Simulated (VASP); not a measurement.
O2: relaxation of the atoms with PBEsol

O2, in a box:

```
CELL_PARAMETERS angstrom
9.00000 0.00000 0.00000
0.00000 9.50000 0.00000
0.00000 0.00000 10.00000
ATOMIC_POSITIONS crystal
O 0.50000 0.50000 0.43850
O 0.50000 0.50000 0.56150
```

```json
{
  "Program": "VASP 6.6.1",
  "Task": "relaxation of the atoms",
  "Functional": "PBEsol",
  "Potentials or basis": "VASP PAW PBE potentials, release 64 (O)",
  "Cutoff": "520 eV",
  "k mesh": "1 × 1 × 1",
  "Occupations": "gaussian, width 0.02 eV",
  "Spin": "collinear spin, ferromagnetic start",
  "Starting moments": "[1.0, 1.0] μB",
  "Dipole correction": "no",
  "Further INCAR settings": "ALGO = Normal; EDIFF = 1e-07; IBRION = 2; EDIFFG = -0.02; NSW = 50"
}
```

```json
{
 "Energy gained by relaxing": "0.1 meV/atom",
 "Ionic steps": "3",
 "Gap between the frontier levels": "2.26 eV",
 "Net moment": "2.00 μB per cell",
 "Site moments": "O +0.81 μB",
 "Valence electrons inside the program's atomic spheres": "O 4.89"
}
```

The path:
```tsv
step	energy change (eV)	largest force (eV/Å)	pressure (GPa)
1	0.0000	0.2102	-0.03
2	0.0117	1.4065	0.09
3	-0.0003	0.0001	-0.01
```

Final structure:
```
O
1.0
     9.00000    0.00000    0.00000
     0.00000    9.50000    0.00000
     0.00000    0.00000   10.00000
O
2
Direct
  0.50000 0.50000 0.43864
  0.50000 0.50000 0.56136
```

Levels at points of the mesh, in eV from the valence-band top:
Spin up:
```
           k point  band 4  band 5  band 6  band 7  band 8  band 9  band 10  band 11
(0.00, 0.00, 0.00)   -6.46   -6.46    0.00    0.00    6.49    7.66     8.03     8.05
```
Spin down:
```
           k point  band 2  band 3  band 4  band 5  band 6  band 7  band 8  band 9
(0.00, 0.00, 0.00)  -11.81   -5.54   -4.62   -4.62    2.26    2.26    6.59    7.89
```

Wall time 3 min on 1 thread of Intel(R) Xeon(R) 6975P-C (Granite Rapids), with other jobs on the host, peak memory 1 GiB.

Caveat: the standard files for N, O and F lose accuracy on very short bonds; the PAW data sets were made with another functional, which shifts forces and pressure a little.
